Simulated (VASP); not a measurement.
Input of a VASP 6.6.1 run:

File INCAR:

```
ALGO     = Normal         # electronic algorithm
EDIFF    = 1E-7           # SCF threshold, eV
ENCUT    = 520            # plane-wave cutoff, eV
GGA      = PE             # functional
ISIF     = 2              # what is computed and relaxed
ISMEAR   = -1             # smearing method
LASPH    = True           # aspherical terms in the spheres
LCHARG   = False          # write CHGCAR
LREAL    = False          # projectors in reciprocal space
LWAVE    = False          # write WAVECAR
NBANDS   = 21             # bands
NELM     = 60             # most SCF steps
PREC     = Accurate       # precision mode
SIGMA    = 0.02           # smearing width, eV
```

Contents of KPOINTS:

```
k-points
0
Gamma
  8 8 8
```

Contents of POSCAR:

```
Ge
1.0
    0.0000000000      2.8368735116      2.8368735116
    2.8368735116      0.0000000000      2.8368735116
    2.8368735116      2.8368735116      0.0000000000
Ge
2
Direct
    0.0000000000      0.0000000000      0.0000000000
    0.2500000000      0.2500000000      0.2500000000
```

Potentials or basis: VASP PAW PBE potentials, release 64 (Ge_d).

Launch:

```bash
$ cat potpaw_PBE.64/Ge_d/POTCAR > POTCAR
$ mpirun -np 1 vasp_std > vasp.out
```

Problem. What does it give for the band gap on the k mesh?

Solution. Zero (filled and empty bands touch).

Problem. Estimate the pressure.

Solution. 2.9 GPa.
